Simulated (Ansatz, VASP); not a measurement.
One calculation of Si, two programs

POSCAR

```
Si
1.0
   -3.3031251995      3.3031251995      1.9094833541
    3.3031251995     -3.3031251995      1.9094833541
    3.3031251995      3.3031251995     -1.9094833541
Si
4
Direct
    0.8211989400      0.1788010600      0.0000000000
    0.1788010600      0.8211989400      0.0000000000
    0.8211989400      0.8211989400      0.6423978800
    0.1788010600      0.1788010600      0.3576021200
```

The input INCAR.step1:

```
SYSTEM = Si
PREC     = Accurate       ! precision mode
ENCUT    = 520            ! plane-wave cutoff, eV
ISMEAR   = -1             ! smearing method
SIGMA    = 0.05           ! smearing width, eV
LREAL    = .False.        ! projectors in reciprocal space
LASPH    = .True.         ! aspherical terms in the spheres
NELM     = 100            ! most SCF steps
NBANDS   = 16             ! bands
GGA      = PE             ! functional
ALGO     = Normal         ! electronic algorithm
EDIFF    = 1E-4           ! SCF threshold, eV
LWAVE    = .True.         ! write WAVECAR
LCHARG   = .False.        ! write CHGCAR
```

INCAR.step2

```
SYSTEM = Si
PREC     = Accurate       ! precision mode
ENCUT    = 520            ! plane-wave cutoff, eV
EDIFF    = 1E-6           ! SCF threshold, eV
ISMEAR   = -1             ! smearing method
SIGMA    = 0.05           ! smearing width, eV
LREAL    = .False.        ! projectors in reciprocal space
LASPH    = .True.         ! aspherical terms in the spheres
NELM     = 100            ! most SCF steps
ALGO     = Normal         ! electronic algorithm
ISIF     = 2              ! what is computed and relaxed
LWAVE    = .False.        ! write WAVECAR
LCHARG   = .True.         ! write CHGCAR
METAGGA  = R2SCAN         ! meta-GGA
LMIXTAU  = .True.       
LELF     = .True.         ! ELF
LVHAR    = .True.       
NBANDS   = 16             ! bands
ISTART   = 1
```

File KPOINTS:

```
regular mesh
0
Gamma
  8 8 8
  0 0 0
```

The input input.yaml:

```yaml
crystal:
  lattice:
    - [-3.3031251995, 3.3031251995, 1.9094833541]
    - [3.3031251995, -3.3031251995, 1.9094833541]
    - [3.3031251995, 3.3031251995, -1.9094833541]
  atoms:
    - { symbol: Si, position: [0.82119894, 0.17880106, 0.0] }
    - { symbol: Si, position: [0.17880106, 0.82119894, 0.0] }
    - { symbol: Si, position: [0.82119894, 0.82119894, 0.64239788] }
    - { symbol: Si, position: [0.17880106, 0.17880106, 0.35760212] }
hamiltonian:
  xc: r2scan
  pseudopotentials: { kind: paw }
kpoints:
  mp_grid: { grid: [8, 8, 8] }
scf:
  occupations: { method: fermi_dirac, width: 0.05 }
output:
  forces: true
  stress: true
  eigenvalues: true
```

Alike in both runs: task single point; functional r2SCAN; k mesh 8 × 8 × 8; occupations fermi-dirac, width 0.05 eV; no spin polarisation.

|  | VASP | Ansatz |
| --- | --- | --- |
| version | VASP 6.6.1 | Ansatz 0.2.0 |
| potentials or method | VASP PAW PBE potentials, release 64 (Si) | Ansatz PAW |
| plane-wave cutoff (eV) | 520 | 500 |
| valence electrons in the cell | 16 | 16 |

|  | VASP | Ansatz | Ansatz less VASP |
| --- | --- | --- | --- |
| gap on the k mesh at the Fermi level (eV) | 0.39 | 0.37 | -0.016 |
| least direct gap on the mesh (eV) | 0.56 | 0.55 | -0.013 |
| pressure (GPa) | 1.8 | 2.0 | +0.23 |
| traceless stress, the component that is largest in VASP (GPa) | 0.01 | 0.05 | +0.037 |
| rms of the force components (eV/Å) | 0.018 | 0.017 | -0.0003 |

VASP's potentials were made for PBE, not for r2SCAN. Atom by atom the forces differ by 0.000 eV/Å (rms over components).
